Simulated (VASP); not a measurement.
Here is a VASP 6.6.1 calculation.

The input INCAR:

```
SYSTEM = CdSe
ALGO = Normal
EDIFF = 1E-7
ENCUT = 520
GGA = PE
ISIF = 2
ISMEAR = 0
LASPH = .True.
LCHARG = .True.
LELF = .True.
LREAL = .False.
LVHAR = .True.
LWAVE = .False.
NBANDS = 26
NELM = 80
PREC = Accurate
SIGMA = 0.05
```

Contents of KPOINTS:

```
k-points
0
Gamma
  10 10 6
  0 0 0
```

The input POSCAR:

```
CdSe
1.0
    4.0352399460      0.0000000000      0.0000000000
   -2.0176199730      3.4946203036      0.0000000000
    0.0000000000      0.0000000000      6.7525192857
Cd Se
2 2
Direct
    0.3333333333      0.6666666667      0.0085081882
    0.6666666667      0.3333333333      0.5085081882
    0.3333333333      0.6666666667      0.3764918118
    0.6666666667      0.3333333333      0.8764918118
```

Potentials or basis: VASP PAW PBE potentials, release 64 (Cd, Se).

The run is started by

```console
$ cat potpaw_PBE.64/Cd/POTCAR potpaw_PBE.64/Se/POTCAR > POTCAR
$ mpirun -np 1 vasp_std > vasp.out
```

Estimate the largest force.

0.008 eV/Å.

What does it give for the pressure?

17.3 GPa.

Forces in eV/Å, atoms in the order of the input:
```
Cd   0.000  0.000 -0.008
Cd   0.000  0.000 -0.008
Se   0.000  0.000  0.008
Se   0.000  0.000  0.008
```

Caveat: the cell stands under pressure.
